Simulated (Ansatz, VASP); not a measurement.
# Ti: VASP beside Ansatz

File INCAR:

```
SYSTEM = Ti
  ALGO = Normal
  EDIFF = 1E-8
  ENCUT = 400
  GGA = CA
  GGA_COMPAT = .FALSE.
  ISIF = 2
  ISMEAR = -1
  LASPH = .TRUE.
  LCHARG = .FALSE.
  LEFG = .TRUE.
  LREAL = .FALSE.
  LWAVE = .FALSE.
  NBANDS = 12
  NELM = 120
  PREC = Accurate
  SIGMA = 0.05
```

The input KPOINTS:

```
k-points
0
G
  15 15 15
  0 0 0
```

The input POSCAR:

```
Ti
1.0
    0.0000000000      1.9885598007      1.9885598007
    1.9885598007      0.0000000000      1.9885598007
    1.9885598007      1.9885598007      0.0000000000
Ti
1
Direct
    0.0000000000      0.0000000000      0.0000000000
```

Input for Ansatz:

```yaml
crystal:
  lattice:
    - [0.0, 1.9885598007, 1.9885598007]
    - [1.9885598007, 0.0, 1.9885598007]
    - [1.9885598007, 1.9885598007, 0.0]
  atoms:
    - { symbol: Ti, position: [0.0, 0.0, 0.0] }
kpoints:
  mp_grid: { grid: [15, 15, 15] }
scf:
  occupations: { method: fermi_dirac, width: 0.05 }
hamiltonian:
  xc: lda
  pseudopotentials: { kind: paw }
output:
  forces: true
  stress: true
  eigenvalues: true
  efg: { contact_densities: true }
```

Change from the starting cell: volume scaled by 0.94, PAW files.

Alike in both runs: task electric field gradients; functional LDA; k mesh 15 × 15 × 15; occupations fermi-dirac, width 0.05 eV; no spin polarisation.

|  | VASP | Ansatz |
| --- | --- | --- |
| version | VASP 6.6.1 | Ansatz 0.2.0 |
| potentials or method | VASP PAW LDA potentials, release 64 (Ti_sv) | PAW with Ansatz's default frozen-core files, scalar-relativistic |
| plane-wave cutoff (eV) | 400 | 420 |
| valence electrons in the cell | 12 | 12 |

```csv
,VASP,Ansatz,Ansatz less VASP
pressure (GPa),1.4,2.4,+1.00
```

LDA's correlation is that of Perdew and Zunger in VASP and of Perdew and Wang (1992) in Ansatz.
